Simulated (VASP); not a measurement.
# BN (sol) (P6_3mc) in VASP: further runs

BN (sol) is run at these levels: PBEsol; tasks: relaxation of the atoms, single point.

Everything below comes from runs of VASP 6.6.1. Logs are shortened: lines on timing, memory, paths and dates and some standing lists are left out, and cuts for length are marked.

### Step 1. The cell of the first run

Symmetry: P6_3mc, No. 186, hexagonal system. The conventional cell has a = 2.547 Å, b = 2.547 Å, c = 4.161 Å, α = 90.00°, β = 90.00°, γ = 120.00°. Within 2.1 Å of B (site symmetry 3m) lie 4 N at 1.56 Å. Within 2.1 Å of N (site symmetry 3m) lie 4 B at 1.56 Å.

### Step 2. Relaxation of the atoms, PBEsol (strained cell)

The input, INCAR:

```
ALGO     = Normal         # electronic algorithm
EDIFF    = 1E-7           # SCF threshold, eV
EDIFFG   = -0.002         # ionic threshold
ENCUT    = 520            # plane-wave cutoff, eV
GGA      = PS             # functional
IBRION   = 2              # ionic algorithm
ISIF     = 2              # what is computed and relaxed
ISMEAR   = 0              # smearing method
LASPH    = True           # aspherical terms in the spheres
LCHARG   = False          # write CHGCAR
LREAL    = False          # projectors in reciprocal space
LWAVE    = False          # write WAVECAR
NELM     = 80             # most SCF steps
NSW      = 60             # ionic steps
PREC     = Accurate       # precision mode
SIGMA    = 0.02           # smearing width, eV
```

The input, KPOINTS:

```
k-points
0
Gamma
  9 9 6
```

The input, POSCAR:

```
BN
1.0
    2.5469119616      0.0000000000      0.0000000000
   -1.2734559808      2.2056904599      0.0000000000
    0.0000000000      0.0000000000      4.1606277790
B N
2 2
Direct
    0.3333333333      0.6666666667     -0.0002373567
    0.6666666667      0.3333333333      0.4997626433
    0.3333333333      0.6666666667      0.3742373567
    0.6666666667      0.3333333333      0.8742373567
```

Potentials or basis: VASP PAW PBE potentials, release 64 (B, N).

The run is started by

```sh
> cat potpaw_PBE.64/B/POTCAR potpaw_PBE.64/N/POTCAR > POTCAR
> mpirun -np 1 vasp_std > vasp.out
```

OUTCAR:

```text
EDIFF = 1E-7
   EDIFFG = -0.002
   ENCUT = 520
   GGA = PS
   IBRION = 2
   ISIF = 2
   ISMEAR = 0
   LASPH = True
   LREAL = False
   NELM = 80
   NSW = 60
   PREC = Accurate

 ion  position               nearest neighbor table
   1  0.333  0.667  1.000-   3 1.56   4 1.56   4 1.56   4 1.56
   2  0.667  0.333  0.500-   4 1.56   3 1.56   3 1.56   3 1.56
   3  0.333  0.667  0.374-   1 1.56   2 1.56   2 1.56   2 1.56
   4  0.667  0.333  0.874-   2 1.56   1 1.56   1 1.56   1 1.56

  LATTYP: Found a hexagonal cell.
 ALAT       =     2.5469119616
 C/A-ratio  =     1.6335970154

  Lattice vectors:

 A1 = (   2.5469119616,   0.0000000000,   0.0000000000)
 A2 = (  -1.2734559808,   2.2056904599,   0.0000000000)
 A3 = (   0.0000000000,   0.0000000000,   4.1606277790)

Analysis of symmetry for initial positions (statically):
=====================================================================
 Subroutine PRICEL returns:
 Original cell was already a primitive cell.

 Routine SETGRP: Setting up the symmetry group for a
 hexagonal supercell.

 Subroutine GETGRP returns: Found 12 space group operations
 (whereof  6 operations were pure point group operations)
 out of a pool of 24 trial point group operations.

The static configuration has the point symmetry C_3v.
 The point group associated with its full space group is C_6v.

Analysis of symmetry for dynamics (positions and initial velocities):
=====================================================================
 Subroutine PRICEL returns:
 Original cell was already a primitive cell.

 Routine SETGRP: Setting up the symmetry group for a
 hexagonal supercell.

 Subroutine GETGRP returns: Found 12 space group operations
 (whereof  6 operations were pure point group operations)
 out of a pool of 24 trial point group operations.

The dynamic configuration has the point symmetry C_3v.
 The point group associated with its full space group is C_6v.

 Subroutine INISYM returns: Found 12 space group operations
 (whereof  6 operations are pure point group operations),
 and found     1 'primitive' translations

----------------------------------------------------------------------------------------

                                     Primitive cell

  volume of cell :      23.3732
[... 105 lines left out ...]
   NUPDOWN=      -1.0000    fix difference up-down
   EMIN   =  10.00;   EMAX   =-10.00  energy-range for DOS
   EFERMI =   0.00;   METHOD = LEGACY
   ISMEAR =     0;   SIGMA  =   0.02  broadening in eV -4-tet -1-fermi 0-gaus
   EFERMI_NEDOS =   21; number of points for ismear=-14 and -15
   IALGO  =     38    algorithm
   IMIX   =      4    mixing-type and parameters
     AMIX     =   0.40;   BMIX     =  1.00
     AMIX_MAG =   1.60;   BMIX_MAG =  1.00
  volume/ion in A,a.u.               =       5.84        39.43
  Fermi-wavevector in a.u.,A,eV,Ry     =   1.442810  2.726515 28.323244  2.081700
  Thomas-Fermi vector in A             =   2.561288
   LORBIT       =      0    0 simple, 1 ext, 2 COOP (PROOUT), +10 PAW based schemes
   GGA     = PS    functional components
   LHFCALC =     F    Hartree Fock is set to
   AEXX    =    0.0000 exact exchange contribution
   IVDW    =     0    specifies the selected vdW correction
   LEPSILON=     F    determine dielectric tensor
   LRPA    =     F    only Hartree local field effects (RPA)
 conjugate gradient relaxation of ions
 non-spin polarized calculation
 Gauss-broadening in eV      SIGMA  =   0.02
  energy-cutoff  :      520.00
  volume of cell :       23.37
 maximum number of plane-waves:       652
 NGX is ok and might be reduce to    20
   NGX =  9   NGY =  9   NGZ = 15

--------------------------------------- Ionic step        1  -------------------------------------------

 number of electron      16.0000001 magnetization

 Free energy of the ion-electron system (eV)
  ---------------------------------------------------
  ext. energy  EPLUGINS =         0.00000000
  ---------------------------------------------------
  free energy    TOTEN  =       -36.61641203 eV

  energy without entropy =      -36.61641203  energy(sigma->0) =      -36.61641203

------------------------ aborting loop because EDIFF is reached ----------------------------------------

  FORCE on cell =-STRESS in cart. coord.  units (eV):
  Direction    XX          YY          ZZ          XY          YZ          ZX
  --------------------------------------------------------------------------------------
  -------------------------------------------------------------------------------------
  Total       -0.1865882     -0.1865882      1.6554079      0.0000000      0.0000000      0.0000000
  in kB      -12.7902041    -12.7902041    113.4744935      0.0000000      0.0000000      0.0000000
  external PRESSURE =      29.2980284 kB  Pullay stress =       0.0000000 kB
[... 63 lines left out ...]
--------------------------------------- Ionic step        3  -------------------------------------------

 number of electron      16.0000001 magnetization

 Free energy of the ion-electron system (eV)
  ---------------------------------------------------
  ext. energy  EPLUGINS =         0.00000000
  ---------------------------------------------------
  free energy    TOTEN  =       -36.61644422 eV

  energy without entropy =      -36.61644422  energy(sigma->0) =      -36.61644422

 E-fermi :   7.8286     XC(G=0): -13.0584

 val. band max:        7.6441689696   @ k =   0.0000   0.0000   0.0000
 cond. band min:      12.6440273269   @ k =   0.3333   0.3333   0.0000
 fundamental gap:      4.9998583573
 Fermi energy:         7.8285662038

 k-point     1 :       0.0000    0.0000    0.0000
  band No.  band energies     occupation
      1     -12.9000      2.00000
      2      -8.5322      2.00000
      3      -3.4273      2.00000
      4       5.3922      2.00000
      5       5.3922      2.00000
      6       7.4174      2.00000
      7       7.6442      2.00000
      8       7.6442      2.00000
      9      15.8878      0.00000
     10      15.8878      0.00000
     11      16.6461      0.00000
     12      17.0136      0.00000
[... 331 lines left out ...]
 k-point    24 :       0.3333    0.3333    0.1667
  band No.  band energies     occupation
      1      -7.4723      2.00000
      2      -7.4723      2.00000
      3      -1.6330      2.00000
      4      -0.2482      2.00000
      5      -0.2482      2.00000
      6       1.7685      2.00000
      7       2.9520      2.00000
      8       2.9520      2.00000
      9      13.4209      0.00000
     10      19.8266      0.00000
     11      19.8266      0.00000
     12      21.1122      0.00000

 [... further k-points ...]
[... 5 lines left out ...]
  --------------------------------------------------------------------------------------
  -------------------------------------------------------------------------------------
  Total       -0.1824663     -0.1824663      1.6477458      0.0000000      0.0000000      0.0000000
  in kB      -12.5076522    -12.5076522    112.9492684      0.0000000      0.0000000      0.0000000
  external PRESSURE =      29.3113213 kB  Pullay stress =       0.0000000 kB
[... 19 lines left out ...]
  FREE ENERGIE OF THE ION-ELECTRON SYSTEM (eV)
  ---------------------------------------------------
  free  energy   TOTEN  =       -36.6164442174 eV

  energy  without entropy=      -36.6164442174  energy(sigma->0) =      -36.61644422

 reached required accuracy - stopping structural energy minimisation
```

Wall time 10 s (1 thread of Intel Xeon 6975P-C (Granite Rapids), shared host); peak memory 0.13 GiB.

What came out:

```
Free energy               : -36.6164 eV
Energy gained by relaxing : 0.0 meV/atom
Ionic steps               : 3
Pressure after relaxing   : 2.9 GPa
Band gap on the k mesh    : 5.00 eV, indirect (least direct gap 8.18 eV)
```

Stress tensor (GPa, compression positive):
```
-1.25  0.00  0.00
 0.00 -1.25  0.00
 0.00  0.00 11.29
```

Final structure:
```cif
data_structure
_symmetry_space_group_name_H-M 'P 1'
_symmetry_Int_Tables_number 1
_cell_length_a 2.5469
_cell_length_b 2.5469
_cell_length_c 4.1606
_cell_angle_alpha 90.000
_cell_angle_beta 90.000
_cell_angle_gamma 120.000
_cell_volume 23.37
loop_
_atom_site_label
_atom_site_type_symbol
_atom_site_fract_x
_atom_site_fract_y
_atom_site_fract_z
_atom_site_occupancy
B1 B 0.33333 0.66667 0.99963 1
B2 B 0.66667 0.33333 0.49963 1
N1 N 0.33333 0.66667 0.37437 1
N2 N 0.66667 0.33333 0.87437 1
```

Levels at points of the mesh, in eV from the valence-band top:
```
           k point  band 6  band 7  band 8  band 9  band 10  band 11
(0.00, 0.00, 0.00)   -0.23    0.00    0.00    8.24     8.24     9.00
(0.00, 0.00, 0.50)   -1.25   -1.25   -1.25    9.36     9.36     9.85
```

Caveat: the cell differs from its parent crystal (strained cell); the PAW data sets were made with another functional, which shifts forces and pressure a little.

### Step 3. Relaxation of the atoms, PBEsol (strained cell)

The input, INCAR:

```
PREC = Accurate
ENCUT = 520
EDIFF = 1E-7
ISMEAR = 0
SIGMA = 0.02
LREAL = F
LASPH = T
NELM = 60
ALGO = Normal
ISIF = 2
LWAVE = F
LCHARG = F
GGA = PS
IBRION = 2
NSW = 60
EDIFFG = -0.002
```

The input, KPOINTS:

```
regular mesh
0
Gamma
  9 9 6
```

The input, POSCAR:

```
BN
1.0
    2.5423269612      0.0000000000      0.0000000000
   -1.2711634806      2.2017197331      0.0000000000
    0.0000000000      0.0000000000      4.1606277790
B N
2 2
Direct
    0.3333333333      0.6666666667     -0.0000934322
    0.6666666667      0.3333333333      0.4999065678
    0.3333333333      0.6666666667      0.3740934322
    0.6666666667      0.3333333333      0.8740934322
```

Potentials or basis: VASP PAW PBE potentials, release 64 (B, N).

The run is started by

```sh
> cat potpaw_PBE.64/B/POTCAR potpaw_PBE.64/N/POTCAR > POTCAR
> mpirun -np 1 vasp_std > vasp.out
```

It took 10 s on 1 thread of Intel Xeon 6975P-C (Granite Rapids), shared host; peak memory 0.13 GiB.

The run converged. Its results:

- Free energy: -36.6164 eV
- Energy gained by relaxing: 0.0 meV/atom
- Ionic steps: 3
- Pressure after relaxing: 4.3 GPa
- Band gap on the k mesh: 4.98 eV, indirect (least direct gap 8.20 eV)

Stress tensor (GPa, compression positive):
```
 0.73  0.00  0.00
 0.00  0.73  0.00
 0.00  0.00 11.58
```

Step by step:
```csv
step,energy change (eV),largest force (eV/Å),pressure (GPa)
1,0.0000,0.0521,4.34
2,0.0001,0.0744,4.36
3,-0.0001,0.0000,4.35
```

Final structure:
```yaml
crystal:
  lattice:
    - [2.54233, 0.00000, 0.00000]
    - [-1.27116, 2.20172, 0.00000]
    - [0.00000, 0.00000, 4.16063]
  atoms:
    - { symbol: B, position: [0.33333, 0.66667, 0.99966] }
    - { symbol: B, position: [0.66667, 0.33333, 0.49966] }
    - { symbol: N, position: [0.33333, 0.66667, 0.37434] }
    - { symbol: N, position: [0.66667, 0.33333, 0.87434] }
```

Levels at points of the mesh, in eV from the valence-band top:
```csv
k point,band 4,band 5,band 6,band 7,band 8,band 9,band 10,band 11,band 12
"(0.00, 0.00, 0.00)",-2.25,-2.25,-0.24,0.00,0.00,8.27,8.27,8.97,9.45
"(0.00, 0.00, 0.50)",-5.71,-1.25,-1.25,-1.25,-1.25,9.42,9.42,9.88,9.88
```

Caveat: the cell differs from its parent crystal (strained cell); the PAW data sets were made with another functional, which shifts forces and pressure a little.

### Step 4. Relaxation of the atoms, PBEsol (strained cell)

The input, INCAR:

```
SYSTEM = BN
ALGO = Normal
EDIFF = 1E-7
EDIFFG = -0.002
ENCUT = 520
GGA = PS
IBRION = 2
ISIF = 2
ISMEAR = 0
LASPH = .TRUE.
LCHARG = .FALSE.
LREAL = .FALSE.
LWAVE = .FALSE.
NELM = 100
NSW = 60
PREC = Accurate
SIGMA = 0.02
```

The input, KPOINTS:

```
k-points
0
G
  9 9 6
  0 0 0
```

The input, POSCAR:

```
BN
1.0
    2.5420668336      0.0000000000      0.0000000000
   -1.2710334168      2.2014944560      0.0000000000
    0.0000000000      0.0000000000      4.1606277790
B N
2 2
Direct
    0.3333333333      0.6666666667     -0.0003399502
    0.6666666667      0.3333333333      0.4996600498
    0.3333333333      0.6666666667      0.3743399502
    0.6666666667      0.3333333333      0.8743399502
```

The run is started by

```sh
> cat potpaw_PBE.64/B/POTCAR potpaw_PBE.64/N/POTCAR > POTCAR
> mpirun -np 1 vasp_std > vasp.out
```

Wall time 5.7 s (1 thread of Intel Xeon 6975P-C (Granite Rapids), shared host); peak memory 0.13 GiB.

It converged, with:

```yaml
Free_energy: -36.6164 eV
Pressure_after_relaxing: 4.4 GPa
Band_gap_on_the_k_mesh: 4.98 eV, indirect (least direct gap 8.20 eV)
```

Stress tensor (GPa, compression positive):
```
 0.84  0.00  0.00
 0.00  0.84  0.00
 0.00  0.00 11.60
```

Final structure:
```
CELL_PARAMETERS angstrom
2.54207 0.00000 0.00000
-1.27103 2.20149 0.00000
0.00000 0.00000 4.16063
ATOMIC_POSITIONS crystal
B 0.33333 0.66667 0.99966
B 0.66667 0.33333 0.49966
N 0.33333 0.66667 0.37434
N 0.66667 0.33333 0.87434
```

Levels at points of the mesh, in eV from the valence-band top:
| k point | band 4 | band 5 | band 6 | band 7 | band 8 | band 9 | band 10 | band 11 | band 12 |
| --- | --- | --- | --- | --- | --- | --- | --- | --- | --- |
| (0.00, 0.00, 0.00) | -2.25 | -2.25 | -0.24 | 0.00 | 0.00 | 8.27 | 8.27 | 8.96 | 9.45 |
| (0.00, 0.00, 0.50) | -5.71 | -1.25 | -1.25 | -1.25 | -1.25 | 9.42 | 9.42 | 9.88 | 9.88 |

Caveat: the cell differs from its parent crystal (strained cell); the relaxation stopped at its first step, so nothing moved; the PAW data sets were made with another functional, which shifts forces and pressure a little. A k mesh can miss the band edges.

### Step 5. Single point, PBEsol (strained cell)

The input, INCAR:

```
SYSTEM = BN
PREC = Accurate
ENCUT = 910
EDIFF = 1E-6
ISMEAR = 0
SIGMA = 0.02
LREAL = .False.
LASPH = .True.
NELM = 120
ALGO = Normal
ISIF = 2
LWAVE = .False.
LCHARG = .True.
GGA = PS
LELF = .True.
LVHAR = .True.
NBANDS = 16
GGA_COMPAT = .False.
```

The input, KPOINTS:

```
regular mesh
0
Gamma
  9 9 6
  0 0 0
```

The input, POSCAR:

```
BN
1.0
    2.5118406534      0.0000000000      0.0000000000
   -1.2559203267      2.1753178161      0.0000000000
    0.0000000000      0.0000000000      4.1606277792
B N
2 2
Direct
    0.3333333333      0.6666666667     -0.0000934334
    0.6666666667      0.3333333333      0.4999065666
    0.3333333333      0.6666666667      0.3740934334
    0.6666666667      0.3333333333      0.8740934334
```

Potentials or basis: VASP PAW PBE potentials, release 64 (B_h, N_h).

The run is started by

```sh
> cat potpaw_PBE.64/B_h/POTCAR potpaw_PBE.64/N_h/POTCAR > POTCAR
> mpirun -np 1 vasp_std > vasp.out
```

It used 51 s of CPU time on 1 thread of AMD EPYC 7R13 Processor (Zen 3), on a shared host.

Results (log left out):

```
Free energy            : -36.6405 eV
Pressure               : 13.4 GPa
Band gap on the k mesh : 4.87 eV, indirect (least direct gap 8.38 eV)
```

Stress tensor (GPa, compression positive):
```
13.80  0.00  0.00
 0.00 13.80  0.00
 0.00  0.00 12.66
```

Levels at points of the mesh, in eV from the valence-band top:
```
           k point  band 5  band 6  band 7  band 8  band 9  band 10  band 11  band 12
(0.00, 0.00, 0.00)   -2.21   -0.32    0.00    0.00    8.47     8.47     8.72     9.98
(0.00, 0.00, 0.50)   -1.23   -1.23   -1.23   -1.23    9.80     9.80    10.08    10.08
```

Caveat: the cell differs from its parent crystal (strained cell); the cutoff is under 1.25 times the usual one of these potentials, so pressure, stress and relaxed cells hold a basis-set (Pulay) error; the PAW data sets were made with another functional, which shifts forces and pressure a little. A k mesh can miss the band edges.

### Step 6. Summary

```csv
task,potentials or basis,cell,cutoff (eV),second run,gap on the mesh (eV),pressure (GPa)
relaxation of the atoms,"VASP PAW PBE potentials, release 64 (B, N)","atoms relaxed from a = 2.547, b = 2.547, c = 4.161 Å, angles 90.0, 90.0, 120.0°, 4 atoms",520,-,5.00,2.9
relaxation of the atoms,"VASP PAW PBE potentials, release 64 (B, N)","atoms relaxed from a = 2.542, b = 2.542, c = 4.161 Å, angles 90.0, 90.0, 120.0°, 4 atoms",520,-,4.98,4.4
single point,"VASP PAW PBE potentials, release 64 (B_h, N_h)","a = 2.512, b = 2.512, c = 4.161 Å, angles 90.0, 90.0, 120.0°, 4 atoms",910,hard_potentials,4.87,13.4
```

Alike in all rows: level PBEsol; no spin polarisation; k mesh 9 × 9 × 6; smearing gaussian 0.02 eV.

Caveats: the PAW data sets were made with another functional, which shifts forces and pressure a little; the relaxation stopped at its first step, so nothing moved (some runs); the cutoff is under 1.25 times the usual one of these potentials, so pressure, stress and relaxed cells hold a basis-set (Pulay) error (some runs).

Total energies depend on the potentials used, so only differences within one code and one set of settings carry meaning.
